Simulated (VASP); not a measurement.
Crystal: Be2C.

```xyz
3
Lattice="0.0000 2.1605 2.1605 2.1605 0.0000 2.1605 2.1605 2.1605 0.0000" Properties=species:S:1:pos:R:3 pbc="T T T"
C     0.0000    0.0000    0.0000
Be    1.0802    1.0802    1.0802
Be    3.2407    3.2407    3.2407
```

Program: VASP 6.6.1. Alike in all runs: task single point; potentials or basis VASP PAW PBE potentials, release 64 (C, Be); no spin polarisation; cell as given.

Question: Order these runs on this cell by their band gap on the k mesh, lowest first.
A. level PBE0; k mesh 8 × 8 × 8; cutoff (eV) 520; smearing gaussian 0.01 eV; grid for exact exchange (PRECFOCK) Normal; share of exact exchange 0.25
B. level r2SCAN; k mesh 10 × 10 × 10; cutoff (eV) 660; smearing gaussian 0.01 eV
C. level PBE; k mesh 10 × 10 × 10; cutoff (eV) 600; smearing fermi-dirac 0.02 eV
D. level HSE06; k mesh 8 × 8 × 8; cutoff (eV) 520; smearing gaussian 0.01 eV; grid for exact exchange (PRECFOCK) Normal; share of exact exchange 0.25; screening parameter 0.2079 1/Å

Answer: C (1.16 eV), B (1.53 eV), D (1.90 eV), A (2.60 eV).

A k mesh can miss the band edges.
